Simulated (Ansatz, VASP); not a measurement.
# Two plane-wave programs on Ag2O

Contents of INCAR:

```
SYSTEM = Ag2O
PREC = Accurate ; ENCUT = 600
EDIFF = 1E-6 ; ISMEAR = -1
SIGMA = 0.1 ; LREAL = .FALSE.
LASPH = .TRUE. ; NELM = 120
ALGO = Normal ; ISIF = 2
LWAVE = .FALSE. ; LCHARG = .FALSE.
GGA = CA ; NBANDS = 37
GGA_COMPAT = .FALSE.
```

KPOINTS

```
Automatic mesh
0
G
  4 4 4
  0 0 0
```

The input POSCAR:

```
Ag2O
1.0
    4.7745970000      0.0000000000      0.0000000000
    0.0000000000      4.7745970000      0.0000000000
    0.0000000000      0.0000000000      4.7745970000
Ag O
4 2
Direct
    0.2500000000      0.2500000000      0.2500000000
    0.2500000000      0.7500000000      0.7500000000
    0.7500000000      0.7500000000      0.2500000000
    0.7500000000      0.2500000000      0.7500000000
    0.0000000000      0.0000000000      0.0000000000
    0.5000000000      0.5000000000      0.5000000000
```

Input for Ansatz:

```yaml
crystal:
  lattice:
    - [4.774597, 0.0, 0.0]
    - [0.0, 4.774597, 0.0]
    - [0.0, 0.0, 4.774597]
  atoms:
    - { symbol: Ag, position: [0.25, 0.25, 0.25] }
    - { symbol: Ag, position: [0.25, 0.75, 0.75] }
    - { symbol: Ag, position: [0.75, 0.75, 0.25] }
    - { symbol: Ag, position: [0.75, 0.25, 0.75] }
    - { symbol: O, position: [0.0, 0.0, 0.0] }
    - { symbol: O, position: [0.5, 0.5, 0.5] }
  symmetry: { tolerance: 0.0003 }
kpoints:
  mp_grid: { grid: [4, 4, 4], shift: [0, 0, 0] }
magnetization:
  spin_polarized: false
scf:
  occupations: { method: fermi_dirac }
hamiltonian:
  pseudopotentials: { kind: paw }
  xc: lda
basis:
  ecutwfc: 420
output:
  forces: true
  stress: true
  eigenvalues: true
```

Alike in both runs: task single point; functional LDA; k mesh 4 × 4 × 4; no spin polarisation.

```csv
,VASP,Ansatz
version,VASP 6.6.1,Ansatz 0.2.0
potentials or method,"VASP PAW LDA potentials, release 64 (Ag, O), cutoff 600 eV",PAW plane waves
occupations,"fermi-dirac, width 0.1 eV",fermi-dirac
valence electrons in the cell,56,88
```

|  | VASP | Ansatz | Ansatz less VASP |
| --- | --- | --- | --- |
| gap on the k mesh at the Fermi level (eV) | none | none | - |
| pressure (GPa) | -7.1 | -7.1 | -0.01 |

LDA's correlation is that of Perdew and Zunger in VASP and of Perdew and Wang (1992) in Ansatz. A gap of «none» marks a metal or a gap that the smearing closes. VASP's potentials hold 56 valence electrons a cell and Ansatz's 88, so a difference there can come from the potentials and not from the codes.
